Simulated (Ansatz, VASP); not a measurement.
# One calculation of B5Pt, two programs

```
B Pt
1.0
     5.65031    0.00000    0.00000
    -2.82515    4.89331    0.00000
     0.00000    0.00000    2.40502
B Pt
5 1
Direct
  0.33333 0.66667 0.50000
  0.66667 0.33333 0.50000
  0.50000 0.00000 0.50000
  0.00000 0.50000 0.50000
  0.50000 0.50000 0.50000
  0.00000 0.00000 0.00000
```

Alike in both runs: task relaxation of cell and atoms; functional PBE; k mesh 12 × 12 × 16; occupations gaussian, width 0.1 eV; no spin polarisation.

|  | VASP | Ansatz |
| --- | --- | --- |
| version | VASP 6.6.1 | Ansatz 0.2.0 |
| potentials or method | VASP PAW PBE potentials, release 64 (B, Pt), cutoff 600 eV | scalar-relativistic, plane waves, PAW |
| valence electrons in the cell | 25 | 33 |

VASP gave:

- gap on the k mesh at the Fermi level, each at its own relaxed structure (eV): none
- relaxed volume (Å³/atom): 11.12
- relaxed cell length with the largest relative difference (Å): 2.418

Question: Estimate Ansatz's values.

Answer: gap on the k mesh at the Fermi level, each at its own relaxed structure (eV): none; relaxed volume (Å³/atom): 11.12; relaxed cell length with the largest relative difference (Å): 2.420.

A gap of «none» marks a metal or a gap that the smearing closes. VASP's potentials hold 25 valence electrons a cell and Ansatz's 33, so a difference there can come from the potentials and not from the codes.

Neither program's run includes spin-orbit coupling.
